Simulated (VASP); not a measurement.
# CdO5 (P-6m2) in VASP: further runs

CdO5 is run at these levels: PBE; tasks: relaxation of cell and atoms.

Everything below comes from runs of VASP 6.6.1. Logs are shortened: lines on timing, memory, paths and dates and some standing lists are left out, and cuts for length are marked.

**1. The cell of the first run**

The structure is hexagonal, space group P-6m2 (No. 187). Conventional cell: a = 3.780 Å, b = 3.780 Å, c = 8.855 Å, α = 90.00°, β = 90.00°, γ = 120.00°. Cd (site symmetry -6m2) has 3 O at 2.18 Å within 2.9 Å. Within 1.6 Å of O (site symmetry 3m) lie 1 O at 1.21 Å. Within 1.6 Å of O (site symmetry 3m) lie 1 O at 1.21 Å. O (site symmetry -6m2) has 3 Cd at 2.18 Å within 2.9 Å.

**2. Relaxation of cell and atoms, PBE**

INCAR

```
SYSTEM = CdO5
PREC     = Accurate       ! precision mode
ENCUT    = 600            ! plane-wave cutoff, eV
EDIFF    = 1E-6           ! SCF threshold, eV
ISMEAR   = 0              ! smearing method
SIGMA    = 0.1            ! smearing width, eV
LREAL    = .FALSE.        ! projectors in reciprocal space
LASPH    = .TRUE.         ! aspherical terms in the spheres
NELM     = 100            ! most SCF steps
ALGO     = Normal         ! electronic algorithm
ISIF     = 3              ! what is computed and relaxed
LWAVE    = .FALSE.        ! write WAVECAR
LCHARG   = .FALSE.        ! write CHGCAR
GGA      = PE             ! functional
IBRION   = 2              ! ionic algorithm
NSW      = 100            ! ionic steps
EDIFFG   = -0.01          ! ionic threshold
```

KPOINTS

```
regular mesh
0
G
  12 12 4
  0 0 0
```

POSCAR

```
CdO5
1.0
    3.7796715991      0.0000000000      0.0000000000
   -1.8898357995      3.2732916228      0.0000000000
    0.0000000000      0.0000000000      8.8554815385
Cd O
1 5
Direct
    0.0000000000      0.0000000000      0.0000000000
    0.0000000000      0.0000000000      0.5685309292
    0.0000000000      0.0000000000      0.4314690708
    0.6666666667      0.3333333333      0.5684958101
    0.6666666667      0.3333333333      0.4315041899
    0.3333333333      0.6666666667      0.0000000000
```

Potentials or basis: VASP PAW PBE potentials, release 64 (Cd, O).

The run is started by

```
cat potpaw_PBE.64/Cd/POTCAR potpaw_PBE.64/O/POTCAR > POTCAR
mpirun -np 1 vasp_std > vasp.out
```

OUTCAR:

```text
SYSTEM = CdO5
   PREC = Accurate
   ENCUT = 600
   EDIFF = 1E-6
   ISMEAR = 0
   LREAL = .FALSE.
   LASPH = .TRUE.
   NELM = 100
   ISIF = 3
   GGA = PE
   IBRION = 2
   NSW = 100
   EDIFFG = -0.01

 ion  position               nearest neighbor table
   1  0.000  0.000  0.000-   6 2.18   6 2.18   6 2.18
   2  0.000  0.000  0.569-   3 1.21
   3  0.000  0.000  0.431-   2 1.21
   4  0.667  0.333  0.568-   5 1.21
   5  0.667  0.333  0.432-   4 1.21
   6  0.333  0.667  0.000-   1 2.18   1 2.18   1 2.18

  LATTYP: Found a hexagonal cell.
 ALAT       =     3.7796715991
 C/A-ratio  =     2.3429235335

  Lattice vectors:

 A1 = (   3.7796715991,   0.0000000000,   0.0000000000)
 A2 = (  -1.8898357995,   3.2732916228,   0.0000000000)
 A3 = (   0.0000000000,   0.0000000000,   8.8554815385)

Analysis of symmetry for initial positions (statically):
=====================================================================
 Subroutine PRICEL returns:
 Original cell was already a primitive cell.

 Routine SETGRP: Setting up the symmetry group for a
 hexagonal supercell.

 Subroutine GETGRP returns: Found 12 space group operations
 (whereof 12 operations were pure point group operations)
 out of a pool of 24 trial point group operations.

The static configuration has the point symmetry D_3h.

Analysis of symmetry for dynamics (positions and initial velocities):
=====================================================================
 Subroutine PRICEL returns:
 Original cell was already a primitive cell.

 Routine SETGRP: Setting up the symmetry group for a
 hexagonal supercell.

 Subroutine GETGRP returns: Found 12 space group operations
 (whereof 12 operations were pure point group operations)
 out of a pool of 24 trial point group operations.

The dynamic configuration has the point symmetry D_3h.

 Subroutine INISYM returns: Found 12 space group operations
 (whereof 12 operations are pure point group operations),
 and found     1 'primitive' translations

----------------------------------------------------------------------------------------

                                     Primitive cell

  volume of cell :     109.5597

  direct lattice vectors                    reciprocal lattice vectors
     3.779671599  0.000000000  0.000000000     0.264573250  0.152751437  0.000000000
    -1.889835799  3.273291623  0.000000000     0.000000000  0.305502875  0.000000000
     0.000000000  0.000000000  8.855481538     0.000000000  0.000000000  0.112924407

  length of vectors
     3.779671599  3.779671599  8.855481538     0.305502875  0.305502875  0.112924407

  position of ions in fractional coordinates (direct lattice)
     0.000000000  0.000000000  0.000000000
     0.000000000  0.000000000  0.568530929
     0.000000000  0.000000000  0.431469071
     0.666666667  0.333333333  0.568495810
     0.666666667  0.333333333  0.431504190
     0.333333333  0.666666667  0.000000000

  ion indices of the primitive-cell ions
   primitive index   ion index
                 1           1
                 2           2
                 3           3
                 4           4
                 5           5
                 6           6

----------------------------------------------------------------------------------------

 KPOINTS: regular mesh

Automatic generation of k-mesh.
 Grid dimensions read from file:
 generate k-points for:   12   12    4

 Generating k-lattice:

  Cartesian coordinates                     Fractional coordinates (reciprocal lattice)
     0.022047771  0.012729286  0.000000000     0.083333333  0.000000000  0.000000000
     0.000000000  0.025458573  0.000000000     0.000000000  0.083333333  0.000000000
     0.000000000  0.000000000  0.028231102     0.000000000  0.000000000  0.250000000

  Length of vectors
     0.025458573  0.025458573  0.028231102

  Shift w.r.t. Gamma in fractional coordinates (k-lattice)
     0.000000000  0.000000000  0.000000000

 Subroutine IBZKPT returns following result:
 ===========================================

 Found     57 irreducible k-points:

 Following reciprocal coordinates:
            Coordinates               Weight
  0.000000  0.000000  0.000000      1.000000
  0.083333  0.000000  0.000000      6.000000
  0.166667  0.000000  0.000000      6.000000
  0.250000  0.000000  0.000000      6.000000
  0.333333  0.000000  0.000000      6.000000
  0.416667  0.000000  0.000000      6.000000
[... 16 lines left out ...]
  0.250000  0.000000  0.250000     12.000000
  0.333333  0.000000  0.250000     12.000000
 [... further k-points ...]
   k-points           NKPTS =     57   k-points in BZ     NKDIM =     57   number of bands    NBANDS=     25
   number of dos      NEDOS =    301   number of ions     NIONS =      6
   total plane-waves  NPLWV =  64800
   dimension x,y,z NGX =    30 NGY =   30 NGZ =   72
   dimension x,y,z NGXF=    60 NGYF=   60 NGZF=  144
   ions per type =               1   5
   NGX,Y,Z   is equivalent  to a cutoff of  13.20, 13.20, 13.52 a.u.
   NGXF,Y,Z  is equivalent  to a cutoff of  26.39, 26.39, 27.03 a.u.
 SYSTEM =  CdO5
   PREC   = accura    normal or accurate (medium, high low for compatibility)
   ISTART =      0    job   : 0-new  1-cont  2-samecut
   ICHARG =      2    charge: 1-file 2-atom 10-const
   ISPIN  =      1    spin polarized calculation?
   LNONCOLLINEAR =      F non collinear calculations
   LSORBIT =      F    spin-orbit coupling
   LASPH  =      T    aspherical Exc in radial PAW
   ENCUT  =  600.0 eV  44.10 Ry    6.64 a.u.   7.55  7.55 17.69*2*pi/ulx,y,z
   NELM   =    100;   NELMIN=  2; NELMDL= -5     # of ELM steps
   EDIFF  = 0.1E-05   stopping-criterion for ELM
   LREAL  =      F    real-space projection
   EDIFFG = -.1E-01   stopping-criterion for IOM
   NSW    =    100    number of steps for IOM
   IBRION =      2    ionic relax: 0-MD 1-quasi-New 2-CG
   NFREE  =      1    steps in history (QN), initial steepest desc. (CG)
   ISIF   =      3    stress and relaxation
   ISYM   =      2    0-nonsym 1-usesym 2-fastsym
   POTIM  = 0.5000    time-step for ionic-motion
   TEBEG  =    0.0;   TEEND  =   0.0 temperature during run
   PSTRESS=    0.0 pullay stress
   NELECT =      42.0000    total number of electrons
   NUPDOWN=      -1.0000    fix difference up-down
   EMIN   =  10.00;   EMAX   =-10.00  energy-range for DOS
   EFERMI =   0.00;   METHOD = LEGACY
   ISMEAR =     0;   SIGMA  =   0.10  broadening in eV -4-tet -1-fermi 0-gaus
   EFERMI_NEDOS =   21; number of points for ismear=-14 and -15
   IALGO  =     38    algorithm
   IMIX   =      4    mixing-type and parameters
     AMIX     =   0.40;   BMIX     =  1.00
     AMIX_MAG =   1.60;   BMIX_MAG =  1.00
  volume/ion in A,a.u.               =      18.26       123.22
  Fermi-wavevector in a.u.,A,eV,Ry     =   1.189253  2.247362 19.243031  1.414323
  Thomas-Fermi vector in A             =   2.325364
   LORBIT       =      0    0 simple, 1 ext, 2 COOP (PROOUT), +10 PAW based schemes
   GGA     = PE    functional components
   LHFCALC =     F    Hartree Fock is set to
   AEXX    =    0.0000 exact exchange contribution
   IVDW    =     0    specifies the selected vdW correction
   LEPSILON=     F    determine dielectric tensor
   LRPA    =     F    only Hartree local field effects (RPA)
 conjugate gradient relaxation of ions
 non-spin polarized calculation
 Gauss-broadening in eV      SIGMA  =   0.10
  energy-cutoff  :      600.00
  volume of cell :      109.56
 maximum number of plane-waves:      3690
   NGX = 15   NGY = 15   NGZ = 35

--------------------------------------- Ionic step        1  -------------------------------------------

 number of electron      42.0000006 magnetization

 Free energy of the ion-electron system (eV)
  ---------------------------------------------------
  ext. energy  EPLUGINS =         0.00000000
  ---------------------------------------------------
  free energy    TOTEN  =       -26.66245340 eV

  energy without entropy =      -26.65992260  energy(sigma->0) =      -26.66118800

------------------------ aborting loop because EDIFF is reached ----------------------------------------

  FORCE on cell =-STRESS in cart. coord.  units (eV):
  Direction    XX          YY          ZZ          XY          YZ          ZX
  --------------------------------------------------------------------------------------
  -------------------------------------------------------------------------------------
  Total        0.1510481      0.1510481      2.7361212      0.0000000      0.0000000      0.0000000
  in kB        2.2088936      2.2088936     40.0124333      0.0000000      0.0000000      0.0000000
  external PRESSURE =      14.8100735 kB  Pullay stress =       0.0000000 kB
[... 101 lines left out ...]
  FREE ENERGIE OF THE ION-ELECTRON SYSTEM (eV)
  ---------------------------------------------------
  free  energy   TOTEN  =       -26.6806790946 eV

  energy  without entropy=      -26.6776207121  energy(sigma->0) =      -26.67914990

[... ionic steps 4 to 69 ...]

--------------------------------------- Ionic step       70  -------------------------------------------

 number of electron      42.0000017 magnetization

------------------------ aborting loop because EDIFF is reached ----------------------------------------

  FORCE on cell =-STRESS in cart. coord.  units (eV):
  Direction    XX          YY          ZZ          XY          YZ          ZX
  --------------------------------------------------------------------------------------
  -------------------------------------------------------------------------------------
  Total        0.0363381      0.0363381     -0.0627661      0.0000000     -0.0000000     -0.0000000
  in kB        0.5823155      0.5823155     -1.0058244      0.0000000     -0.0000000     -0.0000000
  external PRESSURE =       0.0529355 kB  Pullay stress =       0.0000000 kB
[... 65 lines left out ...]
  energy  without entropy=      -26.6920114857  energy(sigma->0) =      -26.69406175

--------------------------------------- Ionic step       72  -------------------------------------------

 number of electron      42.0000017 magnetization

 Free energy of the ion-electron system (eV)
  ---------------------------------------------------
  ext. energy  EPLUGINS =         0.00000000
  ---------------------------------------------------
  free energy    TOTEN  =       -26.69611612 eV

  energy without entropy =      -26.69201670  energy(sigma->0) =      -26.69406641

 E-fermi :  -0.8103     XC(G=0):  -8.2423

 val. band max:       -0.8636243888   @ k =   0.0833   0.0000   0.0000
 cond. band min:      -0.7801516777   @ k =   0.0000   0.0000   0.5000
 fundamental gap:      0.0834727111
 Fermi energy:        -0.8102763188

 k-point     1 :       0.0000    0.0000    0.0000
  band No.  band energies     occupation
      1     -28.5121      2.00000
      2     -26.5449      2.00000
      3     -16.8157      2.00000
      4     -16.5034      2.00000
      5     -13.8422      2.00000
      6      -9.4372      2.00000
[... 661 lines left out ...]
     24       2.8595      0.00000
     25       4.8564      0.00000

 [... further k-points ...]
[... 5 lines left out ...]
  --------------------------------------------------------------------------------------
  -------------------------------------------------------------------------------------
  Total       -0.0010453     -0.0010453      0.0084491     -0.0000000      0.0000000     -0.0000000
  in kB       -0.0167444     -0.0167444      0.1353431     -0.0000000      0.0000000     -0.0000000
  external PRESSURE =       0.0339515 kB  Pullay stress =       0.0000000 kB
[... 21 lines left out ...]
  FREE ENERGIE OF THE ION-ELECTRON SYSTEM (eV)
  ---------------------------------------------------
  free  energy   TOTEN  =       -26.6961161215 eV

  energy  without entropy=      -26.6920167027  energy(sigma->0) =      -26.69406641

 reached required accuracy - stopping structural energy minimisation
```

Wall time 49 min (1 thread of Intel Xeon 6975P-C (Granite Rapids), shared host); peak memory 0.38 GiB.

Results:

* Free energy: -26.6961 eV
* Relaxed volume: 16.67 Å³/atom
* Relaxed cell: a = 3.786 Å, b = 3.786 Å, c = 8.057 Å, α = 90.00°, β = 90.00°, γ = 120.00°
* Space group after relaxing (to 0.1 Å): P-6m2 (No. 187)
* Energy gained by relaxing: 5.6 meV/atom
* Ionic steps: 72
* Pressure after relaxing: 0.0 GPa
* Largest force after relaxing: 0.005 eV/Å
* Band gap on the k mesh: zero (bands 21 and 22 overlap by 0.21 eV)

Forces in eV/Å, atoms in the order of the input:
```
Cd   0.000  0.000  0.000
O    0.000  0.000  0.005
O    0.000  0.000 -0.005
O    0.000  0.000  0.005
O    0.000  0.000 -0.005
O    0.000  0.000  0.000
```

The path:
```csv
step,energy change (eV),largest force (eV/Å),pressure (GPa),volume (Å³)
1,0.0000,1.2246,1.48,109.56
3,-0.0182,0.1755,-0.15,109.86
5,-0.0187,0.0153,0.07,109.81
7,-0.0193,0.0366,-0.04,109.92
9,-0.0198,0.0772,-0.32,109.85
11,-0.0199,0.1427,-0.38,109.70
13,-0.0205,0.1396,-0.36,109.42
15,-0.0228,0.1203,-0.24,108.27
17,-0.0292,0.2579,0.39,103.72
19,-0.0280,0.5811,0.92,101.85
21,-0.0288,0.5260,0.92,101.36
23,-0.0300,0.3149,0.90,99.13
25,-0.0313,0.1687,0.66,99.73
27,-0.0322,0.0784,0.28,100.78
29,-0.0327,0.0498,0.23,101.25
31,-0.0328,0.0983,0.21,101.48
33,-0.0330,0.0094,0.02,101.74
35,-0.0329,0.0142,0.06,101.69
37,-0.0330,0.0046,0.05,101.72
39,-0.0330,0.0050,0.03,101.75
41,-0.0330,0.0287,0.00,101.81
43,-0.0330,0.0066,-0.04,101.85
45,-0.0330,0.0030,-0.07,101.86
47,-0.0330,0.0046,-0.07,101.85
49,-0.0330,0.0184,-0.06,101.80
51,-0.0330,0.0902,-0.09,101.60
53,-0.0331,0.0602,-0.08,101.68
55,-0.0331,0.0596,-0.07,101.64
57,-0.0332,0.0550,-0.07,101.52
59,-0.0335,0.0406,-0.08,101.02
61,-0.0336,0.0205,-0.11,100.18
63,-0.0336,0.0253,-0.11,100.16
65,-0.0336,0.0223,-0.09,100.17
67,-0.0336,0.0284,-0.04,100.11
69,-0.0337,0.0224,-0.03,100.05
71,-0.0337,0.0247,-0.02,100.03
72,-0.0337,0.0047,0.00,100.02
```

Final structure:
```xyz
6
Lattice="3.7861 0.0000 0.0000 -1.8930 3.2788 0.0000 0.0000 0.0000 8.0570" Properties=species:S:1:pos:R:3 pbc="T T T"
Cd   -1.8930    3.2788    0.0000
O     0.0000    0.0000    4.6437
O     0.0000    0.0000    3.4134
O     1.8930    1.0929    4.6431
O     1.8930    1.0929    3.4140
O     0.0000    2.1859    0.0000
```

Caveat: the standard files for N, O and F lose accuracy on very short bonds; semilocal functionals underestimate gaps, and a narrow one can read as zero.

**3. Relaxation of cell and atoms, PBE**

INCAR

```
SYSTEM = CdO5
ALGO = Normal
EDIFF = 1E-6
EDIFFG = -0.001
ENCUT = 600
GGA = PE
IBRION = 2
ISIF = 3
ISMEAR = 0
LASPH = .True.
LCHARG = .False.
LREAL = .False.
LWAVE = .False.
NELM = 80
NSW = 80
PREC = Accurate
SIGMA = 0.1
```

KPOINTS

```
k-points
0
Gamma
  12 12 4
  0 0 0
```

POSCAR is that of step 2.

Potentials or basis: VASP PAW PBE potentials, release 64 (Cd, O).

The run is started by

```
cat potpaw_PBE.64/Cd/POTCAR potpaw_PBE.64/O/POTCAR > POTCAR
mpirun -np 1 vasp_std > vasp.out
```

Run time: 53 min. Hardware: 1 thread of Intel Xeon 6975P-C (Granite Rapids), shared host; peak memory 0.36 GiB.

Results (log left out):

```
Free energy                           : -26.6961 eV
Relaxed volume                        : 16.67 Å³/atom
Relaxed cell                          : a = 3.786 Å, b = 3.786 Å, c = 8.057 Å, α = 90.00°, β = 90.00°, γ = 120.00°
Space group after relaxing (to 0.1 Å) : P-6m2 (No. 187)
Energy gained by relaxing             : 5.6 meV/atom
Ionic steps                           : 78
Pressure after relaxing               : 0.0 GPa
Band gap on the k mesh                : zero (bands 21 and 22 overlap by 0.21 eV)
```

The path:
| step | energy change (eV) | largest force (eV/Å) | pressure (GPa) | volume (Å³) |
| --- | --- | --- | --- | --- |
| 1 | 0.0000 | 1.2246 | 1.48 | 109.56 |
| 3 | -0.0182 | 0.1755 | -0.15 | 109.86 |
| 5 | -0.0187 | 0.0153 | 0.07 | 109.81 |
| 7 | -0.0193 | 0.0366 | -0.04 | 109.92 |
| 9 | -0.0198 | 0.0772 | -0.32 | 109.85 |
| 11 | -0.0199 | 0.1427 | -0.38 | 109.70 |
| 13 | -0.0205 | 0.1396 | -0.36 | 109.42 |
| 15 | -0.0228 | 0.1203 | -0.24 | 108.27 |
| 17 | -0.0292 | 0.2579 | 0.39 | 103.72 |
| 19 | -0.0280 | 0.5811 | 0.92 | 101.85 |
| 21 | -0.0288 | 0.5260 | 0.92 | 101.36 |
| 23 | -0.0300 | 0.3149 | 0.90 | 99.13 |
| 25 | -0.0313 | 0.1687 | 0.66 | 99.73 |
| 27 | -0.0322 | 0.0784 | 0.28 | 100.78 |
| 29 | -0.0327 | 0.0498 | 0.23 | 101.25 |
| 31 | -0.0328 | 0.0983 | 0.21 | 101.48 |
| 33 | -0.0330 | 0.0094 | 0.02 | 101.74 |
| 35 | -0.0329 | 0.0142 | 0.06 | 101.69 |
| 37 | -0.0330 | 0.0046 | 0.05 | 101.72 |
| 39 | -0.0330 | 0.0050 | 0.03 | 101.75 |
| 41 | -0.0330 | 0.0287 | 0.00 | 101.81 |
| 43 | -0.0330 | 0.0066 | -0.04 | 101.85 |
| 45 | -0.0330 | 0.0030 | -0.07 | 101.86 |
| 47 | -0.0330 | 0.0046 | -0.07 | 101.85 |
| 49 | -0.0330 | 0.0184 | -0.06 | 101.80 |
| 51 | -0.0330 | 0.0902 | -0.09 | 101.60 |
| 53 | -0.0331 | 0.0602 | -0.08 | 101.68 |
| 55 | -0.0331 | 0.0596 | -0.07 | 101.64 |
| 57 | -0.0332 | 0.0550 | -0.07 | 101.52 |
| 59 | -0.0335 | 0.0406 | -0.08 | 101.02 |
| 61 | -0.0336 | 0.0205 | -0.11 | 100.18 |
| 63 | -0.0336 | 0.0253 | -0.11 | 100.16 |
| 65 | -0.0336 | 0.0223 | -0.09 | 100.17 |
| 67 | -0.0336 | 0.0284 | -0.04 | 100.11 |
| 69 | -0.0337 | 0.0224 | -0.03 | 100.05 |
| 71 | -0.0337 | 0.0247 | -0.02 | 100.03 |
| 73 | -0.0337 | 0.0050 | 0.01 | 100.02 |
| 75 | -0.0337 | 0.0047 | 0.01 | 100.02 |
| 77 | -0.0337 | 0.0014 | 0.01 | 100.02 |
| 78 | -0.0337 | 0.0007 | 0.01 | 100.02 |

Final structure:
```
Cd O
1.0
     3.78613    0.00000    0.00000
    -1.89306    3.27888    0.00000
     0.00000    0.00000    8.05712
Cd O
1 5
Cartesian
  0.0000 0.0000 0.0000
  0.0000 0.0000 4.6437
  0.0000 0.0000 3.4134
  1.8931 1.0930 4.6431
  1.8931 1.0930 3.4140
  0.0000 2.1859 0.0000
```

Levels at points of the mesh, in eV from the Fermi level:
| k point | band 18 | band 19 | band 20 | band 21 | band 22 | band 23 | band 24 | band 25 |
| --- | --- | --- | --- | --- | --- | --- | --- | --- |
| (0.00, 0.00, 0.00) | -1.72 | -1.15 | 0.03 | 0.03 | 0.94 | 0.94 | 1.09 | 4.84 |
| (0.50, 0.00, 0.00) | -2.16 | -1.33 | -1.23 | -0.25 | 0.66 | 1.52 | 4.83 | 5.68 |
| (0.00, 0.00, 0.50) | -1.72 | -1.10 | 0.03 | 0.03 | 0.93 | 0.94 | 0.94 | 5.72 |
| (0.50, 0.00, 0.50) | -2.17 | -1.32 | -1.22 | -0.28 | 0.67 | 1.52 | 4.72 | 6.37 |

Caveat: the standard files for N, O and F lose accuracy on very short bonds; semilocal functionals underestimate gaps, and a narrow one can read as zero.

The gap in the log of VASP goes by the Fermi energy; the results here count the filled bands.